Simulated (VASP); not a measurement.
Crystal: KF.

```xyz
2
Lattice="-0.0392 2.9354 2.9354 2.9354 -0.0392 2.9354 2.8962 2.8962 0.0000" Properties=species:S:1:pos:R:3 pbc="T T T"
K     0.0000    0.0000   -0.0175
F     1.4481    1.4481    1.4852
```

This cell differs from its parent crystal: shear xy strain -2.7%.

Base run:

- Program: VASP 6.6.1
- Functional: r2SCAN
- Potentials or basis: VASP PAW PBE potentials, release 64 (K_sv, F)
- Cutoff: 520 eV
- k mesh: 8 × 8 × 8
- Occupations: gaussian, width 0.01 eV
- Spin: no spin polarisation

Its results: band gap on the k mesh 5.74 eV, indirect (least direct gap 5.93 eV); pressure 0.0 GPa.

**Question.** The run is repeated on the same cell with these changes: functional from r2SCAN to HSE06; k mesh from 8 × 8 × 8 to 6 × 6 × 6. What comes out?

**Answer.** Band gap on the k mesh 7.02 eV, indirect (least direct gap 7.22 eV); pressure 0.5 GPa.

Several settings changed at once, so the effect can't be laid on one alone.

Caveats: the PAW data sets were made with another functional, which shifts forces and pressure a little.

A k mesh can miss the band edges.
